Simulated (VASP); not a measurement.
The system is TiRh3.

```
CELL_PARAMETERS angstrom
3.74000 0.00000 0.00000
0.00000 3.74000 0.00000
0.00000 0.00000 3.74000
ATOMIC_POSITIONS crystal
Ti 0.00000 0.00000 0.00000
Rh 0.00000 0.50000 0.50000
Rh 0.50000 0.00000 0.50000
Rh 0.50000 0.50000 0.00000
```

```yaml
Program: VASP 6.6.1
Task: relaxation of cell and atoms
Functional: LDA
Potentials_or_basis: VASP PAW LDA potentials, release 64 (Ti_sv, Rh_pv)
Cutoff: 600 eV
k_mesh: 6 × 6 × 6
Occupations: fermi-dirac, width 0.05 eV
Spin: no spin polarisation
```

At the start: pressure 8.0 GPa; volume 13.08 Å³/atom.

Question: Where does the relaxation end?

Answer: Over 3 steps the energy falls by 8.7 meV/atom and the volume is 13.45 Å³/atom (+2.8 %); space group Pm-3m (No. 221, to 0.05 Å).

The path:
```
step  energy change (eV)  largest force (eV/Å)  pressure (GPa)  volume (Å³)
   1              0.0000                0.0000            7.98        52.31
   2              0.1552                0.0000          -15.60        57.40
   3             -0.0347                0.0000           -0.16        53.78
```

Final structure:
```cif
data_structure
_symmetry_space_group_name_H-M 'P 1'
_symmetry_Int_Tables_number 1
_cell_length_a 3.7746
_cell_length_b 3.7746
_cell_length_c 3.7746
_cell_angle_alpha 90.000
_cell_angle_beta 90.000
_cell_angle_gamma 90.000
_cell_volume 53.78
loop_
_atom_site_label
_atom_site_type_symbol
_atom_site_fract_x
_atom_site_fract_y
_atom_site_fract_z
_atom_site_occupancy
Ti1 Ti 0.00000 0.00000 0.00000 1
Rh1 Rh 0.00000 0.50000 0.50000 1
Rh2 Rh 0.50000 0.00000 0.50000 1
Rh3 Rh 0.50000 0.50000 0.00000 1
```
